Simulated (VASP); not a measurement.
Set up this calculation in VASP 6.6.1, as the native input.

* Task: single point
* Functional: PBEsol
* Potentials or basis: VASP PAW PBE potentials, release 64 (In_d, Se)
* Cutoff: 500 eV
* k mesh: 10 × 10 × 4
* Occupations: gaussian, width 0.15 eV
* Spin: no spin polarisation
* Dipole correction: no
* Further INCAR settings: ALGO = Normal; EDIFF = 1e-06; NBANDS = 34

The structure of InSe2 lies in POSCAR:

```
InSe2
1.0
    3.8326248902      0.0000000000      0.0000000000
    0.0000000000      3.8326248902      0.0000000000
    0.0000000000      0.0000000000      9.3391386540
In Se
2 4
Direct
    0.0000000000      0.5000000000      0.7051305665
    0.5000000000      0.0000000000      0.2948694335
    0.0000000000      0.5000000000      0.3669976376
    0.5000000000      0.0000000000      0.6330023624
    0.0000000000      0.0000000000     -0.0154189808
    0.5000000000      0.5000000000      0.0154189808
```

This cell differs from its parent crystal: atoms displaced along a vibrational mode.

The input as run:

INCAR

```
ALGO     = Normal         # electronic algorithm
EDIFF    = 1E-6           # SCF threshold, eV
ENCUT    = 500            # plane-wave cutoff, eV
GGA      = PS             # functional
GGA_COMPAT= False        
ISIF     = 2              # what is computed and relaxed
ISMEAR   = 0              # smearing method
LASPH    = True           # aspherical terms in the spheres
LCHARG   = False          # write CHGCAR
LREAL    = False          # projectors in reciprocal space
LWAVE    = False          # write WAVECAR
NBANDS   = 34             # bands
NELM     = 120            # most SCF steps
PREC     = Accurate       # precision mode
SIGMA    = 0.15           # smearing width, eV
```

KPOINTS

```
k-points
0
Gamma
  10 10 4
```

Potentials or basis: VASP PAW PBE potentials, release 64 (In_d, Se).

Command:

```sh
$ cat potpaw_PBE.64/In_d/POTCAR potpaw_PBE.64/Se/POTCAR > POTCAR
$ mpirun -np 1 vasp_std > vasp.out
```

Results of the run:

| Quantity | Value |
| --- | --- |
| Pressure | 0.0 GPa |
| Largest force | 0.076 eV/Å |
| Band gap on the k mesh | zero (bands 25 and 26 overlap by 2.45 eV) |

Caveat: the cell differs from its parent crystal (atoms displaced along a vibrational mode); the PAW data sets were made with another functional, which shifts forces and pressure a little; spin-orbit coupling is left out, which moves the levels of the heavy elements.

It took 7.2 min on 1 thread of Oxide Virtual Turin-like Processor (shared host), peak memory 0.45 GiB.
